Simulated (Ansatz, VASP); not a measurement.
## Two plane-wave programs on MgS

File INCAR:

```
PREC     = Accurate       # precision mode
ENCUT    = 520            # plane-wave cutoff, eV
EDIFF    = 1E-8           # SCF threshold, eV
ISMEAR   = -1             # smearing method
SIGMA    = 0.02           # smearing width, eV
LREAL    = F              # projectors in reciprocal space
LASPH    = T              # aspherical terms in the spheres
NELM     = 120            # most SCF steps
ALGO     = Normal         # electronic algorithm
ISIF     = 2              # what is computed and relaxed
LWAVE    = F              # write WAVECAR
LCHARG   = F              # write CHGCAR
GGA      = PE             # functional
LEFG     = T            
NBANDS   = 11             # bands
GGA_COMPAT= F
```

The input KPOINTS:

```
Automatic mesh
0
Gamma
  9 9 9
```

File POSCAR:

```
MgS
1.0
    0.0000000000      2.6043975556      2.6043975556
    2.6043975556      0.0000000000      2.6043975556
    2.6043975556      2.6043975556      0.0000000000
Mg S
1 1
Direct
    0.0000000000      0.0000000000      0.0000000000
    0.5000000000      0.5000000000      0.5000000000
```

Input for Ansatz:

```yaml
crystal:
  lattice:
    - [0.0, 2.6043975556, 2.6043975556]
    - [2.6043975556, 0.0, 2.6043975556]
    - [2.6043975556, 2.6043975556, 0.0]
  atoms:
    - { symbol: Mg, position: [0.0, 0.0, 0.0] }
    - { symbol: S, position: [0.5, 0.5, 0.5] }
kpoints:
  mp_grid: { grid: [9, 9, 9] }
scf:
  occupations: { method: fermi_dirac, width: 0.02 }
hamiltonian:
  xc: pbe
  pseudopotentials: { kind: paw }
output:
  forces: true
  stress: true
  populations: true
  efg:
    quadrupole_moments_barn: { Mg: 0.1994, S: -0.0694 }
    contact_densities: true
```

Alike in both runs: task electric field gradients; functional PBE; k mesh 9 × 9 × 9; occupations fermi-dirac, width 0.02 eV; no spin polarisation.

```csv
,VASP,Ansatz
version,VASP 6.6.1,Ansatz 0.2.0
potentials or method,"VASP PAW PBE potentials, release 64 (Mg, S)","plane-wave PAW, scalar-relativistic"
plane-wave cutoff (eV),520,420
valence electrons in the cell,8,16
```

|  | VASP | Ansatz | Ansatz less VASP |
| --- | --- | --- | --- |
| gap on the k mesh at the Fermi level (eV) | 2.90 | 2.91 | +0.014 |
| pressure (GPa) | 0.6 | 0.9 | +0.30 |

VASP's potentials hold 8 valence electrons a cell and Ansatz's 16, so a difference there can come from the potentials and not from the codes.
